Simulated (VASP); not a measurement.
A run of VASP 6.6.1 is set up as follows.

INCAR

```
SYSTEM = ZnO
PREC = Accurate ; ENCUT = 1340
EDIFF = 1E-6 ; ISMEAR = 0
SIGMA = 0.05 ; LREAL = .False.
LASPH = .True. ; NELM = 120
ALGO = Normal ; ISIF = 2
LWAVE = .False. ; LCHARG = .False.
NBANDS = 16 ; GGA_COMPAT = .False.
```

The input KPOINTS:

```
regular mesh
0
Gamma
  12 12 12
  0 0 0
```

The input POSCAR:

```
ZnO
1.0
    0.0000000000      2.1152059500      2.1694420000
    2.1152059500      0.0000000000      2.1694420000
    2.1152059500      2.1152059500      0.0000000000
Zn O
1 1
Direct
    0.0000000000      0.0000000000      0.0000000000
    0.5000000000      0.5000000000      0.5000000000
```

Potentials or basis: VASP PAW LDA potentials, release 64 (Zn, O_h).

The run is started by

```bash
$ cat potpaw_LDA.64/Zn/POTCAR potpaw_LDA.64/O_h/POTCAR > POTCAR
$ mpirun -np 1 vasp_std > vasp.out
```

(1) What does it give for the pressure?

(2) Estimate the band gap on the k mesh.

## Answers

(1) -5.9 GPa.

(2) 0.85 eV (least direct gap 2.24 eV).

Caveat: the cell differs from its parent crystal (strain -0.025 along x and y, +0.000 along z); the cell stands under tension.
